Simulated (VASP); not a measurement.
# BN (series) (F-43m) in VASP: notebook

Runs on BN (series). Level: PBE. Tasks: single point.

All numbers are computed with VASP 6.6.1; they aren't measurements. Logs are shortened: lines on timing, memory, paths and dates and some standing lists are left out, and cuts for length are marked.

## Step 1: The cell of the first run

It takes space group F-43m (No. 216, cubic). Conventional cell: a = 3.615 Å, b = 3.615 Å, c = 3.615 Å, α = 90.00°, β = 90.00°, γ = 90.00°. Within 2.1 Å of B (site symmetry -43m) lie 4 N at 1.57 Å. N (site symmetry -43m) has 4 B at 1.57 Å within 2.1 Å.

## Step 2: Single point, PBE

File INCAR:

```
SYSTEM = BN
PREC = Accurate ; ENCUT = 600
EDIFF = 1E-6 ; ISMEAR = 0
SIGMA = 0.02 ; LREAL = .FALSE.
LASPH = .TRUE. ; NELM = 120
ALGO = Normal ; ISIF = 2
LWAVE = .FALSE. ; LCHARG = .FALSE.
GGA = PE ; NBANDS = 11
GGA_COMPAT = .FALSE.
```

File KPOINTS:

```
regular mesh
0
G
  4 4 4
  0 0 0
```

File POSCAR:

```
BN
1.0
    0.0000000000      1.8075000000      1.8075000000
    1.8075000000      0.0000000000      1.8075000000
    1.8075000000      1.8075000000      0.0000000000
B N
1 1
Direct
    0.0000000000      0.0000000000      0.0000000000
    0.2500000000      0.2500000000      0.2500000000
```

Potentials or basis: VASP PAW PBE potentials, release 64 (B, N).

Command:

```sh
$ cat potpaw_PBE.64/B/POTCAR potpaw_PBE.64/N/POTCAR > POTCAR
$ mpirun -np 1 vasp_std > vasp.out
```

OUTCAR:

```text
SYSTEM = BN
   PREC = Accurate
   ENCUT = 600
   EDIFF = 1E-6
   ISMEAR = 0
   LREAL = .FALSE.
   LASPH = .TRUE.
   NELM = 120
   ISIF = 2
   GGA = PE

 ion  position               nearest neighbor table
   1  0.000  0.000  0.000-   2 1.57   2 1.57   2 1.57   2 1.57
   2  0.250  0.250  0.250-   1 1.57   1 1.57   1 1.57   1 1.57

  LATTYP: Found a face centered cubic cell.
 ALAT       =     3.6150000000

  Lattice vectors:

 A1 = (   0.0000000000,   1.8075000000,   1.8075000000)
 A2 = (   1.8075000000,   0.0000000000,   1.8075000000)
 A3 = (   1.8075000000,   1.8075000000,   0.0000000000)

Analysis of symmetry for initial positions (statically):
=====================================================================
 Subroutine PRICEL returns:
 Original cell was already a primitive cell.

 Routine SETGRP: Setting up the symmetry group for a
 face centered cubic supercell.

 Subroutine GETGRP returns: Found 24 space group operations
 (whereof 24 operations were pure point group operations)
 out of a pool of 48 trial point group operations.

The static configuration has the point symmetry T_d .

Analysis of symmetry for dynamics (positions and initial velocities):
=====================================================================
 Subroutine PRICEL returns:
 Original cell was already a primitive cell.

 Routine SETGRP: Setting up the symmetry group for a
 face centered cubic supercell.

 Subroutine GETGRP returns: Found 24 space group operations
 (whereof 24 operations were pure point group operations)
 out of a pool of 48 trial point group operations.

The dynamic configuration has the point symmetry T_d .

 Subroutine INISYM returns: Found 24 space group operations
 (whereof 24 operations are pure point group operations),
 and found     1 'primitive' translations

----------------------------------------------------------------------------------------

                                     Primitive cell

  volume of cell :      11.8104

  direct lattice vectors                    reciprocal lattice vectors
     0.000000000  1.807500000  1.807500000    -0.276625173  0.276625173  0.276625173
     1.807500000  0.000000000  1.807500000     0.276625173 -0.276625173  0.276625173
     1.807500000  1.807500000  0.000000000     0.276625173  0.276625173 -0.276625173

  length of vectors
     2.556191014  2.556191014  2.556191014     0.479128854  0.479128854  0.479128854

  position of ions in fractional coordinates (direct lattice)
     0.000000000  0.000000000  0.000000000
     0.250000000  0.250000000  0.250000000

  ion indices of the primitive-cell ions
   primitive index   ion index
                 1           1
                 2           2

----------------------------------------------------------------------------------------

 KPOINTS: regular mesh

Automatic generation of k-mesh.
 Grid dimensions read from file:
 generate k-points for:    4    4    4

 Generating k-lattice:

  Cartesian coordinates                     Fractional coordinates (reciprocal lattice)
    -0.069156293  0.069156293  0.069156293     0.250000000  0.000000000  0.000000000
     0.069156293 -0.069156293  0.069156293     0.000000000  0.250000000  0.000000000
     0.069156293  0.069156293 -0.069156293     0.000000000  0.000000000  0.250000000

  Length of vectors
     0.119782214  0.119782214  0.119782214

  Shift w.r.t. Gamma in fractional coordinates (k-lattice)
     0.000000000  0.000000000  0.000000000

 Subroutine IBZKPT returns following result:
 ===========================================

 Found      8 irreducible k-points:

 Following reciprocal coordinates:
            Coordinates               Weight
  0.000000  0.000000  0.000000      1.000000
  0.250000  0.000000  0.000000      8.000000
  0.500000  0.000000  0.000000      4.000000
  0.250000  0.250000  0.000000      6.000000
  0.500000  0.250000  0.000000     24.000000
 -0.250000  0.250000  0.000000     12.000000
  0.500000  0.500000  0.000000      3.000000
 -0.250000  0.500000  0.250000      6.000000
   k-points           NKPTS =      8   k-points in BZ     NKDIM =      8   number of bands    NBANDS=     11
   number of dos      NEDOS =    301   number of ions     NIONS =      2
   total plane-waves  NPLWV =   8000
   dimension x,y,z NGX =    20 NGY =   20 NGZ =   20
   dimension x,y,z NGXF=    40 NGYF=   40 NGZF=   40
   ions per type =               1   1
   NGX,Y,Z   is equivalent  to a cutoff of  13.01, 13.01, 13.01 a.u.
   NGXF,Y,Z  is equivalent  to a cutoff of  26.01, 26.01, 26.01 a.u.
 SYSTEM =  BN
   PREC   = accura    normal or accurate (medium, high low for compatibility)
   ISTART =      0    job   : 0-new  1-cont  2-samecut
   ICHARG =      2    charge: 1-file 2-atom 10-const
   ISPIN  =      1    spin polarized calculation?
   LNONCOLLINEAR =      F non collinear calculations
   LSORBIT =      F    spin-orbit coupling
   LASPH  =      T    aspherical Exc in radial PAW
   ENCUT  =  600.0 eV  44.10 Ry    6.64 a.u.   5.11  5.11  5.11*2*pi/ulx,y,z
   NELM   =    120;   NELMIN=  2; NELMDL= -5     # of ELM steps
   EDIFF  = 0.1E-05   stopping-criterion for ELM
   LREAL  =      F    real-space projection
   EDIFFG = 0.1E-04   stopping-criterion for IOM
   NSW    =      0    number of steps for IOM
   IBRION =     -1    ionic relax: 0-MD 1-quasi-New 2-CG
   NFREE  =      0    steps in history (QN), initial steepest desc. (CG)
   ISIF   =      2    stress and relaxation
   ISYM   =      2    0-nonsym 1-usesym 2-fastsym
   POTIM  = 0.5000    time-step for ionic-motion
   TEBEG  =    0.0;   TEEND  =   0.0 temperature during run
   PSTRESS=    0.0 pullay stress
   NELECT =       8.0000    total number of electrons
   NUPDOWN=      -1.0000    fix difference up-down
   EMIN   =  10.00;   EMAX   =-10.00  energy-range for DOS
   EFERMI =   0.00;   METHOD = LEGACY
   ISMEAR =     0;   SIGMA  =   0.02  broadening in eV -4-tet -1-fermi 0-gaus
   EFERMI_NEDOS =   21; number of points for ismear=-14 and -15
   IALGO  =     38    algorithm
   IMIX   =      4    mixing-type and parameters
     AMIX     =   0.40;   BMIX     =  1.00
     AMIX_MAG =   1.60;   BMIX_MAG =  1.00
  volume/ion in A,a.u.               =       5.91        39.85
  Fermi-wavevector in a.u.,A,eV,Ry     =   1.437749  2.716952 28.124920  2.067123
  Thomas-Fermi vector in A             =   2.556793
   LORBIT       =      0    0 simple, 1 ext, 2 COOP (PROOUT), +10 PAW based schemes
   GGA     = PE    functional components
   LHFCALC =     F    Hartree Fock is set to
   AEXX    =    0.0000 exact exchange contribution
   IVDW    =     0    specifies the selected vdW correction
   LEPSILON=     F    determine dielectric tensor
   LRPA    =     F    only Hartree local field effects (RPA)
 non-spin polarized calculation
 Gauss-broadening in eV      SIGMA  =   0.02
  energy-cutoff  :      600.00
  volume of cell :       11.81
 maximum number of plane-waves:       411
   NGX = 11   NGY = 11   NGZ = 11

 number of electron       7.9999999 magnetization

 Free energy of the ion-electron system (eV)
  ---------------------------------------------------
  ext. energy  EPLUGINS =         0.00000000
  ---------------------------------------------------
  free energy    TOTEN  =       -17.37884452 eV

  energy without entropy =      -17.37884452  energy(sigma->0) =      -17.37884452

 E-fermi :   7.6538     XC(G=0): -12.8126

 val. band max:        7.4376620632   @ k =   0.0000   0.0000   0.0000
 cond. band min:      11.8730142540   @ k =   0.5000   0.5000   0.0000
 fundamental gap:      4.4353521908
 Fermi energy:         7.6537547575

 k-point     1 :       0.0000    0.0000    0.0000
  band No.  band energies     occupation
      1     -12.8074      2.00000
      2       7.4377      2.00000
      3       7.4377      2.00000
      4       7.4377      2.00000
      5      16.2298      0.00000
      6      16.2298      0.00000
      7      16.2298      0.00000
      8      17.7802      0.00000
      9      32.1632      0.00000
     10      35.1752      0.00000
     11      35.1752      0.00000

 k-point     2 :       0.2500    0.0000    0.0000
  band No.  band energies     occupation
      1     -11.3275      2.00000
      2       1.9487      2.00000
      3       6.3061      2.00000
      4       6.3061      2.00000
      5      17.0657      0.00000
      6      17.7527      0.00000
      7      17.7527      0.00000
      8      21.0024      0.00000
      9      30.8614      0.00000
     10      31.0080      0.00000
     11      31.0080      0.00000

 k-point     3 :       0.5000    0.0000    0.0000
  band No.  band energies     occupation
      1      -8.5844      2.00000
      2      -3.2717      2.00000
      3       5.4922      2.00000
      4       5.4922      2.00000
      5      17.5659      0.00000
      6      18.1189      0.00000
      7      18.1189      0.00000
      8      22.6877      0.00000
      9      30.8745      0.00000
     10      34.2047      0.00000
     11      34.3213      0.00000

 k-point     4 :       0.2500    0.2500    0.0000
  band No.  band energies     occupation
      1     -10.8423      2.00000
      2       3.4523      2.00000
      3       4.4186      2.00000
      4       4.4186      2.00000
      5      14.2080      0.00000
      6      18.9668      0.00000
      7      20.8604      0.00000
      8      20.8604      0.00000
      9      25.6939      0.00000
     10      34.5673      0.00000
     11      38.0233      0.00000

 k-point     5 :       0.5000    0.2500    0.0000
  band No.  band energies     occupation
      1      -8.1430      2.00000
      2      -1.3252      2.00000
      3       2.2733      2.00000
      4       3.7736      2.00000
      5      14.9615      0.00000
      6      20.5173      0.00000
      7      21.8787      0.00000
      8      22.0203      0.00000
      9      27.3566      0.00000
     10      33.8763      0.00000
     11      36.0388      0.00000

 k-point     6 :      -0.2500    0.2500    0.0000
  band No.  band energies     occupation
      1      -9.1445      2.00000
      2      -0.1522      2.00000
      3       1.8309      2.00000
      4       5.3387      2.00000
      5      17.1382      0.00000
      6      19.5834      0.00000
      7      20.2945      0.00000
      8      21.9434      0.00000
      9      28.9038      0.00000
     10      29.4587      0.00000
     11      34.1844      0.00000

 k-point     7 :       0.5000    0.5000    0.0000
  band No.  band energies     occupation
      1      -7.2158      2.00000
      2      -1.4939      2.00000
      3       2.5226      2.00000
      4       2.5226      2.00000
      5      11.8730      0.00000
      6      16.6424      0.00000
      7      25.3453      0.00000
      8      25.3453      0.00000
      9      28.2201      0.00000
     10      34.6495      0.00000
     11      41.0496      0.00000

 k-point     8 :      -0.2500    0.5000    0.2500
  band No.  band energies     occupation
      1      -6.9037      2.00000
      2      -0.1633      2.00000
      3       0.4588      2.00000
      4       0.9147      2.00000
      5      17.0230      0.00000
      6      20.7236      0.00000
      7      21.9169      0.00000
      8      22.0856      0.00000
      9      26.7360      0.00000
     10      32.9965      0.00000
     11      36.9425      0.00000

------------------------ aborting loop because EDIFF is reached ----------------------------------------

  FORCE on cell =-STRESS in cart. coord.  units (eV):
  Direction    XX          YY          ZZ          XY          YZ          ZX
  --------------------------------------------------------------------------------------
  -------------------------------------------------------------------------------------
  Total        0.2731973      0.2731973      0.2731973      0.0000000      0.0000000     -0.0000000
  in kB       37.0614219     37.0614219     37.0614219      0.0000000      0.0000000     -0.0000000
  external PRESSURE =      37.0614219 kB  Pullay stress =       0.0000000 kB

 VOLUME and BASIS-vectors are now :
 -----------------------------------------------------------------------------
  energy-cutoff  :      600.00
  volume of cell :       11.81
      direct lattice vectors                 reciprocal lattice vectors
     0.000000000  1.807500000  1.807500000    -0.276625173  0.276625173  0.276625173
     1.807500000  0.000000000  1.807500000     0.276625173 -0.276625173  0.276625173
     1.807500000  1.807500000  0.000000000     0.276625173  0.276625173 -0.276625173

 POSITION                                       TOTAL-FORCE (eV/Angst)
 -----------------------------------------------------------------------------------
      0.00000      0.00000      0.00000         0.000000      0.000000      0.000000
      0.90375      0.90375      0.90375        -0.000000     -0.000000     -0.000000
 -----------------------------------------------------------------------------------
    total drift:                                0.000000      0.000000      0.000000

  FREE ENERGIE OF THE ION-ELECTRON SYSTEM (eV)
  ---------------------------------------------------
  free  energy   TOTEN  =       -17.3788445238 eV

  energy  without entropy=      -17.3788445238  energy(sigma->0) =      -17.37884452
```

Run time: 3.8 s. Hardware: 1 thread of Intel Xeon 8259CL, shared host; peak memory 0.11 GiB.

What came out:

* Free energy: -17.3788 eV
* Pressure: 3.7 GPa
* Band gap on the k mesh: 4.44 eV, indirect (least direct gap 8.79 eV)

Levels at points of the mesh, in eV from the valence-band top:
```
           k point  band 2  band 3  band 4  band 5  band 6  band 7
(0.00, 0.00, 0.00)    0.00    0.00    0.00    8.79    8.79    8.79
(0.50, 0.00, 0.00)  -10.71   -1.95   -1.95   10.13   10.68   10.68
(0.50, 0.50, 0.00)   -8.93   -4.92   -4.92    4.44    9.20   17.91
```

Caveat: the k points lie up to 0.75 Å⁻¹ apart. A k mesh can miss the band edges.

[end of part 1 of 2]
